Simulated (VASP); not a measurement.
# V (Im-3m) in VASP: a series of runs

V is run at these levels: PBEsol; tasks: single point, relaxation of cell and atoms.

Everything below comes from runs of VASP 6.6.1. Logs are shortened: lines on timing, memory, paths and dates and some standing lists are left out, and cuts for length are marked.

## Step 1: The cell of the first run

The structure is cubic, space group Im-3m (No. 229). Conventional cell: a = 2.966 Å, b = 2.966 Å, c = 2.966 Å, α = 90.00°, β = 90.00°, γ = 90.00°. Within 3.4 Å of V (site symmetry m-3m) lie 14 V at 2.57 to 2.97 Å.

## Step 2: Single point, PBEsol

The input, INCAR:

```
SYSTEM = V
PREC = Accurate ; ENCUT = 500
EDIFF = 1E-6 ; ISMEAR = 0
SIGMA = 0.1 ; LREAL = .False.
LASPH = .True. ; NELM = 120
ALGO = Normal ; ISIF = 2
LWAVE = .False. ; LCHARG = .False.
GGA = PS ; NBANDS = 12
GGA_COMPAT = .False.
```

The input, KPOINTS:

```
Automatic mesh
0
Gamma
  10 10 10
  0 0 0
```

The input, POSCAR:

```
V
1.0
   -1.4829726138      1.4829726138      1.4829726138
    1.4829726138     -1.4829726138      1.4829726138
    1.4829726138      1.4829726138     -1.4829726138
V
1
Direct
    0.0000000000      0.0000000000      0.0000000000
```

Potentials or basis: VASP PAW PBE potentials, release 64 (V_sv).

Command:

```sh
$ cat potpaw_PBE.64/V_sv/POTCAR > POTCAR
$ mpirun -np 1 vasp_std > vasp.out
```

OUTCAR:

```text
SYSTEM = V
   PREC = Accurate
   ENCUT = 500
   EDIFF = 1E-6
   ISMEAR = 0
   LREAL = .False.
   LASPH = .True.
   NELM = 120
   ISIF = 2
   GGA = PS

 ion  position               nearest neighbor table
   1  0.000  0.000  0.000-

  LATTYP: Found a body centered cubic cell.
 ALAT       =     2.9659452276

  Lattice vectors:

 A1 = (  -1.4829726138,   1.4829726138,   1.4829726138)
 A2 = (   1.4829726138,  -1.4829726138,   1.4829726138)
 A3 = (   1.4829726138,   1.4829726138,  -1.4829726138)

Analysis of symmetry for initial positions (statically):
=====================================================================
 Subroutine PRICEL returns:
 Original cell was already a primitive cell.

 Routine SETGRP: Setting up the symmetry group for a
 body centered cubic supercell.

 Subroutine GETGRP returns: Found 48 space group operations
 (whereof 48 operations were pure point group operations)
 out of a pool of 48 trial point group operations.

The static configuration has the point symmetry O_h .

Analysis of symmetry for dynamics (positions and initial velocities):
=====================================================================
 Subroutine PRICEL returns:
 Original cell was already a primitive cell.

 Routine SETGRP: Setting up the symmetry group for a
 body centered cubic supercell.

 Subroutine GETGRP returns: Found 48 space group operations
 (whereof 48 operations were pure point group operations)
 out of a pool of 48 trial point group operations.

The dynamic configuration has the point symmetry O_h .

 Subroutine INISYM returns: Found 48 space group operations
 (whereof 48 operations are pure point group operations),
 and found     1 'primitive' translations

----------------------------------------------------------------------------------------

                                     Primitive cell

  volume of cell :      13.0455

  direct lattice vectors                    reciprocal lattice vectors
    -1.482972614  1.482972614  1.482972614     0.000000000  0.337160643  0.337160643
     1.482972614 -1.482972614  1.482972614     0.337160643  0.000000000  0.337160643
     1.482972614  1.482972614 -1.482972614     0.337160643  0.337160643  0.000000000

  length of vectors
     2.568583913  2.568583913  2.568583913     0.476817154  0.476817154  0.476817154

  position of ions in fractional coordinates (direct lattice)
     0.000000000  0.000000000  0.000000000

  ion indices of the primitive-cell ions
   primitive index   ion index
                 1           1

----------------------------------------------------------------------------------------

 KPOINTS: Automatic mesh

Automatic generation of k-mesh.
 Grid dimensions read from file:
 generate k-points for:   10   10   10

 Generating k-lattice:

  Cartesian coordinates                     Fractional coordinates (reciprocal lattice)
     0.000000000  0.033716064  0.033716064     0.100000000  0.000000000  0.000000000
     0.033716064  0.000000000  0.033716064     0.000000000  0.100000000  0.000000000
     0.033716064  0.033716064  0.000000000     0.000000000  0.000000000  0.100000000

  Length of vectors
     0.047681715  0.047681715  0.047681715

  Shift w.r.t. Gamma in fractional coordinates (k-lattice)
     0.000000000  0.000000000  0.000000000

 Subroutine IBZKPT returns following result:
 ===========================================

 Found     47 irreducible k-points:

 Following reciprocal coordinates:
            Coordinates               Weight
  0.000000  0.000000  0.000000      1.000000
  0.100000  0.000000  0.000000     12.000000
  0.200000  0.000000  0.000000     12.000000
  0.300000  0.000000  0.000000     12.000000
  0.400000  0.000000  0.000000     12.000000
  0.500000  0.000000  0.000000      6.000000
[... 16 lines left out ...]
  0.300000  0.300000  0.100000      8.000000
 -0.300000  0.300000  0.100000     24.000000
 [... further k-points ...]
   k-points           NKPTS =     47   k-points in BZ     NKDIM =     47   number of bands    NBANDS=     12
   number of dos      NEDOS =    301   number of ions     NIONS =      1
   total plane-waves  NPLWV =   8000
   dimension x,y,z NGX =    20 NGY =   20 NGZ =   20
   dimension x,y,z NGXF=    40 NGYF=   40 NGZF=   40
   ions per type =               1
   NGX,Y,Z   is equivalent  to a cutoff of  12.94, 12.94, 12.94 a.u.
   NGXF,Y,Z  is equivalent  to a cutoff of  25.89, 25.89, 25.89 a.u.
 SYSTEM =  V
   PREC   = accura    normal or accurate (medium, high low for compatibility)
   ISTART =      0    job   : 0-new  1-cont  2-samecut
   ICHARG =      2    charge: 1-file 2-atom 10-const
   ISPIN  =      1    spin polarized calculation?
   LNONCOLLINEAR =      F non collinear calculations
   LSORBIT =      F    spin-orbit coupling
   LASPH  =      T    aspherical Exc in radial PAW
   ENCUT  =  500.0 eV  36.75 Ry    6.06 a.u.   4.68  4.68  4.68*2*pi/ulx,y,z
   NELM   =    120;   NELMIN=  2; NELMDL= -5     # of ELM steps
   EDIFF  = 0.1E-05   stopping-criterion for ELM
   LREAL  =      F    real-space projection
   EDIFFG = 0.1E-04   stopping-criterion for IOM
   NSW    =      0    number of steps for IOM
   IBRION =     -1    ionic relax: 0-MD 1-quasi-New 2-CG
   NFREE  =      0    steps in history (QN), initial steepest desc. (CG)
   ISIF   =      2    stress and relaxation
   ISYM   =      2    0-nonsym 1-usesym 2-fastsym
   POTIM  = 0.5000    time-step for ionic-motion
   TEBEG  =    0.0;   TEEND  =   0.0 temperature during run
   PSTRESS=    0.0 pullay stress
   NELECT =      13.0000    total number of electrons
   NUPDOWN=      -1.0000    fix difference up-down
   EMIN   =  10.00;   EMAX   =-10.00  energy-range for DOS
   EFERMI =   0.00;   METHOD = LEGACY
   ISMEAR =     0;   SIGMA  =   0.10  broadening in eV -4-tet -1-fermi 0-gaus
   EFERMI_NEDOS =   21; number of points for ismear=-14 and -15
   IALGO  =     38    algorithm
   IMIX   =      4    mixing-type and parameters
     AMIX     =   0.40;   BMIX     =  1.00
     AMIX_MAG =   1.60;   BMIX_MAG =  1.00
  volume/ion in A,a.u.               =      13.05        88.04
  Fermi-wavevector in a.u.,A,eV,Ry     =   1.635195  3.090070 36.380100  2.673862
  Thomas-Fermi vector in A             =   2.726708
   LORBIT       =      0    0 simple, 1 ext, 2 COOP (PROOUT), +10 PAW based schemes
   GGA     = PS    functional components
   LHFCALC =     F    Hartree Fock is set to
   AEXX    =    0.0000 exact exchange contribution
   IVDW    =     0    specifies the selected vdW correction
   LEPSILON=     F    determine dielectric tensor
   LRPA    =     F    only Hartree local field effects (RPA)
 non-spin polarized calculation
 Gauss-broadening in eV      SIGMA  =   0.10
  energy-cutoff  :      500.00
  volume of cell :       13.05
 maximum number of plane-waves:       370
   NGX =  9   NGY =  9   NGZ =  9

 number of electron      12.9999999 magnetization

 Free energy of the ion-electron system (eV)
  ---------------------------------------------------
  ext. energy  EPLUGINS =         0.00000000
  ---------------------------------------------------
  free energy    TOTEN  =        -9.63430925 eV

  energy without entropy =       -9.62423324  energy(sigma->0) =       -9.62927124

 E-fermi :   9.9562     XC(G=0): -13.2404

 val. band max:        9.9467783196   @ k =   0.1000   0.1000   0.0000
 cond. band min:       9.9948963322   @ k =  -0.2000   0.3000   0.1000
 fundamental gap:      0.0481180126
 Fermi energy:         9.9561955040

 k-point     1 :       0.0000    0.0000    0.0000
  band No.  band energies     occupation
      1     -53.5213      2.00000
      2     -26.8655      2.00000
      3     -26.8655      2.00000
      4     -26.8655      2.00000
      5       3.2987      2.00000
      6      10.3503      0.00000
      7      10.3503      0.00000
      8      10.3503      0.00000
      9      12.4352      0.00000
     10      12.4352      0.00000
     11      30.7064      0.00000
     12      30.7064      0.00000

 k-point     2 :       0.1000    0.0000    0.0000
  band No.  band energies     occupation
      1     -53.4999      2.00000
      2     -26.9660      2.00000
      3     -26.8960      2.00000
      4     -26.8664      2.00000
      5       3.7100      2.00000
      6      10.1747      0.00200
      7      10.3024      0.00000
      8      10.6491      0.00000
      9      12.2500      0.00000
     10      12.4478      0.00000
     11      30.0410      0.00000
     12      30.6121      0.00000

 k-point     3 :       0.2000    0.0000    0.0000
  band No.  band energies     occupation
      1     -53.4434      2.00000
      2     -27.2239      2.00000
      3     -26.9750      2.00000
      4     -26.8685      2.00000
      5       4.8138      2.00000
      6       9.7404      1.99773
      7      10.0519      0.17609
      8      11.4836      0.00000
      9      12.0617      0.00000
     10      12.5027      0.00000
     11      27.9648      0.00000
     12      29.6671      0.00000
[... 286 lines left out ...]
 k-point    23 :       0.3000    0.3000    0.1000
  band No.  band energies     occupation
      1     -53.2744      2.00000
      2     -27.4994      2.00000
      3     -27.4994      2.00000
      4     -27.0784      2.00000
      5       8.2263      2.00000
      6       9.0346      2.00000
      7       9.0346      2.00000
      8      12.8034      0.00000
      9      12.8034      0.00000
     10      19.5058      0.00000
     11      19.5058      0.00000
     12      21.4336      0.00000

 k-point    24 :      -0.3000    0.3000    0.1000
  band No.  band energies     occupation
      1     -53.3558      2.00000
      2     -27.5196      2.00000
      3     -27.1057      2.00000
      4     -26.9435      2.00000
      5       6.3974      2.00000
      6       9.5534      2.00000
      7       9.7150      1.99935
      8      11.6724      0.00000
      9      12.5754      0.00000
     10      13.0725      0.00000
     11      25.1189      0.00000
     12      28.0258      0.00000

 [... further k-points ...]
[... 5 lines left out ...]
  --------------------------------------------------------------------------------------
  -------------------------------------------------------------------------------------
  Total       -0.0074154     -0.0074154     -0.0074154     -0.0000000      0.0000000     -0.0000000
  in kB       -0.9107269     -0.9107269     -0.9107269     -0.0000000      0.0000000     -0.0000000
  external PRESSURE =      -0.9107269 kB  Pullay stress =       0.0000000 kB

 VOLUME and BASIS-vectors are now :
 -----------------------------------------------------------------------------
  energy-cutoff  :      500.00
  volume of cell :       13.05
      direct lattice vectors                 reciprocal lattice vectors
    -1.482972614  1.482972614  1.482972614     0.000000000  0.337160643  0.337160643
     1.482972614 -1.482972614  1.482972614     0.337160643  0.000000000  0.337160643
     1.482972614  1.482972614 -1.482972614     0.337160643  0.337160643  0.000000000

 POSITION                                       TOTAL-FORCE (eV/Angst)
 -----------------------------------------------------------------------------------
      0.00000      0.00000      0.00000         0.000000      0.000000     -0.000000
 -----------------------------------------------------------------------------------
    total drift:                                0.000000     -0.000000     -0.000000

  FREE ENERGIE OF THE ION-ELECTRON SYSTEM (eV)
  ---------------------------------------------------
  free  energy   TOTEN  =        -9.6343092475 eV

  energy  without entropy=       -9.6242332423  energy(sigma->0) =       -9.62927124
```

It took 10 s on 1 thread of AMD EPYC 7R43 (Zen 3), shared host; peak memory 0.09 GiB.

Results:

```yaml
Free_energy: -9.6343 eV
Pressure: -0.1 GPa
```

Caveat: the PAW data sets were made with another functional, which shifts forces and pressure a little.

## Step 3: Single point, PBEsol, collinear spin, ferromagnetic start

This run uses another cell than the first one, of 13.85 Å³/atom, 1.062 times its volume.

The input, INCAR:

```
PREC     = Accurate       # precision mode
ENCUT    = 500            # plane-wave cutoff, eV
EDIFF    = 1E-6           # SCF threshold, eV
ISMEAR   = 0              # smearing method
SIGMA    = 0.1            # smearing width, eV
LREAL    = F              # projectors in reciprocal space
LASPH    = T              # aspherical terms in the spheres
NELM     = 200            # most SCF steps
ALGO     = Normal         # electronic algorithm
ISIF     = 2              # what is computed and relaxed
LWAVE    = F              # write WAVECAR
LCHARG   = F              # write CHGCAR
ISPIN    = 2              # spin polarisation
MAGMOM   = 2              # initial moments
LORBIT   = 11             # projections on sites
LMAXMIX  = 4              # l up to which the mixer works
GGA      = PS             # functional
NBANDS   = 16             # bands
GGA_COMPAT= F
```

The input, KPOINTS:

```
regular mesh
0
Gamma
  8 8 8
```

The input, POSCAR:

```
V
1.0
   -1.5130000000      1.5130000000      1.5130000000
    1.5130000000     -1.5130000000      1.5130000000
    1.5130000000      1.5130000000     -1.5130000000
V
1
Direct
    0.0000000000      0.0000000000      0.0000000000
```

Potentials or basis: VASP PAW PBE potentials, release 64 (V_sv).

Command:

```sh
$ cat potpaw_PBE.64/V_sv/POTCAR > POTCAR
$ mpirun -np 1 vasp_std > vasp.out
```

Run time: 22 s. Hardware: 1 thread of AMD EPYC 7R43 (Zen 3), shared host; peak memory 0.1 GiB.

Results (log left out):

| Item | Value |
| --- | --- |
| Free energy | -9.6160 eV |
| Pressure | -12.7 GPa |
| Net moment | 0.00 μB per cell |
| Valence electrons inside the program's atomic spheres | V 11.62 |

Levels at points of the mesh, in eV from the Fermi level:
Spin up:
| k point | band 3 | band 4 | band 5 | band 6 | band 7 | band 8 | band 9 | band 10 |
| --- | --- | --- | --- | --- | --- | --- | --- | --- |
| (0.00, 0.00, 0.00) | -36.94 | -36.94 | -6.56 | 0.41 | 0.41 | 0.41 | 2.35 | 2.35 |
| (0.50, 0.00, 0.00) | -37.20 | -36.94 | -3.10 | -1.08 | 1.52 | 2.35 | 2.69 | 4.00 |
| (0.50, 0.50, 0.50) | -37.51 | -37.51 | -2.89 | -2.89 | 3.62 | 3.62 | 3.62 | 9.89 |
Spin down:
```csv
k point,band 2,band 3,band 4,band 5,band 6,band 7,band 8,band 9,band 10,band 11
"(0.00, 0.00, 0.00)",-36.94,-36.94,-36.94,-6.56,0.41,0.41,0.41,2.35,2.35,20.24
"(0.50, 0.00, 0.00)",-37.77,-37.20,-36.94,-3.10,-1.08,1.52,2.35,2.69,4.00,9.83
"(0.50, 0.50, 0.50)",-37.51,-37.51,-37.51,-2.89,-2.89,3.62,3.62,3.62,9.89,9.89
```

Caveat: the k points lie up to 0.37 Å⁻¹ apart; the PAW data sets were made with another functional, which shifts forces and pressure a little.

## Step 4: Relaxation of cell and atoms, PBEsol

This run uses another cell than the first one, of 13.85 Å³/atom, 1.062 times its volume.

The input, INCAR:

```
SYSTEM = V
PREC = Accurate ; ENCUT = 500
EDIFF = 1E-7 ; ISMEAR = 0
SIGMA = 0.1 ; LREAL = .False.
LASPH = .True. ; NELM = 120
ALGO = Normal ; ISIF = 3
LWAVE = .False. ; LCHARG = .False.
GGA = PS ; IBRION = 2
NSW = 100 ; EDIFFG = -0.05
GGA_COMPAT = .False. ; NELMIN = 4
```

The input, KPOINTS:

```
regular mesh
0
Gamma
  10 10 10
  0 0 0
```

POSCAR is that of step 3.

Potentials or basis: VASP PAW PBE potentials, release 64 (V_sv).

Command:

```sh
$ cat potpaw_PBE.64/V_sv/POTCAR > POTCAR
$ mpirun -np 1 vasp_std > vasp.out
```

OUTCAR:

```text
SYSTEM = V
   PREC = Accurate
   ENCUT = 500
   EDIFF = 1E-7
   ISMEAR = 0
   LREAL = .False.
   LASPH = .True.
   NELM = 120
   ISIF = 3
   GGA = PS
   IBRION = 2
   NSW = 100
   EDIFFG = -0.05
   NELMIN = 4

 ion  position               nearest neighbor table
   1  0.000  0.000  0.000-

  LATTYP: Found a body centered cubic cell.
 ALAT       =     3.0260000000

  Lattice vectors:

 A1 = (  -1.5130000000,   1.5130000000,   1.5130000000)
 A2 = (   1.5130000000,  -1.5130000000,   1.5130000000)
 A3 = (   1.5130000000,   1.5130000000,  -1.5130000000)

Analysis of symmetry for initial positions (statically):
=====================================================================
 Subroutine PRICEL returns:
 Original cell was already a primitive cell.

 Routine SETGRP: Setting up the symmetry group for a
 body centered cubic supercell.

 Subroutine GETGRP returns: Found 48 space group operations
[... 212 lines left out ...]
      3     -25.5629      2.00000
      4     -25.5629      2.00000
      5       4.1990      2.00000
      6      11.4158      0.00000
      7      11.4158      0.00000
      8      11.4158      0.00000
      9      13.7181      0.00000
     10      13.7181      0.00000
[... 333 lines left out ...]
--------------------------------------- Ionic step        3  -------------------------------------------

 number of electron      12.9999998 magnetization

 Free energy of the ion-electron system (eV)
  ---------------------------------------------------
  ext. energy  EPLUGINS =         0.00000000
  ---------------------------------------------------
  free energy    TOTEN  =        -9.63482871 eV

  energy without entropy =       -9.62480401  energy(sigma->0) =       -9.62981636

 E-fermi :   9.9391     XC(G=0): -13.2331

 val. band max:        9.9304300114   @ k =   0.1000   0.1000   0.0000
 cond. band min:       9.9782783416   @ k =  -0.2000   0.3000   0.1000
 fundamental gap:      0.0478483302
 Fermi energy:         9.9390501549

 k-point     1 :       0.0000    0.0000    0.0000
  band No.  band energies     occupation
      1     -53.5400      2.00000
      2     -26.8864      2.00000
      3     -26.8864      2.00000
      4     -26.8864      2.00000
      5       3.2845      2.00000
      6      10.3332      0.00000
      7      10.3332      0.00000
      8      10.3332      0.00000
      9      12.4146      0.00000
     10      12.4146      0.00000
[... 327 lines left out ...]
  FREE ENERGIE OF THE ION-ELECTRON SYSTEM (eV)
  ---------------------------------------------------
  free  energy   TOTEN  =        -9.6348287147 eV

  energy  without entropy=       -9.6248040118  energy(sigma->0) =       -9.62981636

 reached required accuracy - stopping structural energy minimisation
```

CONTCAR:

```text
V
   1.00000000000000
    -1.4836224007699172    1.4836224007699172    1.4836224007699172
     1.4836224007699172   -1.4836224007699172    1.4836224007699172
     1.4836224007699172    1.4836224007699172   -1.4836224007699172
  V
     1
Direct
     0.0000000000000000    0.0000000000000000    0.0000000000000000

  0.00000000E+00  0.00000000E+00  0.00000000E+00
```

Wall time 26 s (1 thread of AMD EPYC 7R43 (Zen 3), shared host); peak memory 0.09 GiB.

What came out:

```
Free energy                            : -9.6348 eV
Relaxed volume                         : 13.06 Å³/atom
Relaxed cell                           : a = 2.570 Å, b = 2.570 Å, c = 2.570 Å, α = 109.47°, β = 109.47°, γ = 109.47°
Space group after relaxing (to 0.05 Å) : Im-3m (No. 229)
Energy gained by relaxing              : 28.5 meV/atom
Ionic steps                            : 3
Pressure after relaxing                : -0.2 GPa
```

The path:
| step | energy change (eV) | largest force (eV/Å) | pressure (GPa) | volume (Å³) |
| --- | --- | --- | --- | --- |
| 1 | 0.0000 | 0.0000 | -10.85 | 13.85 |
| 2 | 0.0237 | 0.0000 | 17.82 | 12.06 |
| 3 | -0.0285 | 0.0000 | -0.25 | 13.06 |

Final structure:
```
V
1.0
    -1.48362    1.48362    1.48362
     1.48362   -1.48362    1.48362
     1.48362    1.48362   -1.48362
V
1
Cartesian
  0.0000 0.0000 0.0000
```

Caveat: the PAW data sets were made with another functional, which shifts forces and pressure a little.

## Step 5: The runs side by side

```tsv
task	spin	cell	k mesh	gap on the mesh (eV)	pressure (GPa)
single point	off	a = 2.569 Å, angles 109.5°, 1 atom	10 × 10 × 10	none	-0.1
single point	collinear, ferromagnetic start	a = 2.621 Å, angles 109.5°, 1 atom	8 × 8 × 8	none	-12.7
relaxation of cell and atoms	off	relaxed from a = 2.621 Å, angles 109.5°, 1 atom	10 × 10 × 10	none	-0.2
```

Alike in all rows: level PBEsol; potentials or basis VASP PAW PBE potentials, release 64 (V_sv); cutoff (eV) 500; smearing gaussian 0.1 eV.

Caveats: some runs use coarse meshes; the PAW data sets were made with another functional, which shifts forces and pressure a little.

Total energies depend on the potentials used, so only differences within one code and one set of settings carry meaning.
